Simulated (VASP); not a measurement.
Write the native input for VASP 6.6.1 that does the following.

- Task: relaxation of cell and atoms
- Functional: PBE
- Potentials or basis: VASP PAW PBE potentials, release 64 (H)
- Cutoff: 600 eV
- k mesh: 8 × 8 × 4
- Occupations: gaussian, width 0.02 eV
- Spin: no spin polarisation
- Dipole correction: no
- Further INCAR settings: ALGO = Normal; EDIFF = 1e-06; IBRION = 2; EDIFFG = -0.01; NSW = 100; ISIF = 3

The structure of H lies in POSCAR:

```
H
1.0
    1.7860521090     -2.8651041797      0.0000000000
    1.7860521090      2.8651041797      0.0000000000
    0.0000000000      0.0000000000      6.8376194868
H
4
Direct
    0.5539867033      0.4460132967      0.9689569962
    0.4460132967      0.5539867033      0.0310430038
    0.4460132967      0.5539867033      0.4689569962
    0.5539867033      0.4460132967      0.5310430038
```

One way to write it, as run:

INCAR

```
PREC = Accurate ; ENCUT = 600
EDIFF = 1E-6 ; ISMEAR = 0
SIGMA = 0.02 ; LREAL = F
LASPH = T ; NELM = 60
ALGO = Normal ; ISIF = 3
LWAVE = F ; LCHARG = F
GGA = PE ; IBRION = 2
NSW = 100 ; EDIFFG = -0.01
```

KPOINTS

```
Automatic mesh
0
Gamma
  8 8 4
```

Potentials or basis: VASP PAW PBE potentials, release 64 (H).

The run is started by

```console
$ cat potpaw_PBE.64/H/POTCAR > POTCAR
$ mpirun -np 1 vasp_std > vasp.out
```

It gave:

```yaml
Pressure_after_relaxing: 0.0 GPa
Largest_force_after_relaxing: 0.010 eV/Å
Band_gap_on_the_k_mesh: 8.84 eV (least direct gap 8.98 eV)
```

Caveat: the relaxation stopped at its first step, so nothing moved; this functional lacks dispersion, which holds the molecules together, so the pressure and a relaxed volume are unreliable.

Run time: 10 s on 1 thread of Intel(R) Xeon(R) 6975P-C (Granite Rapids) (shared host), peak memory 0.19 GiB.
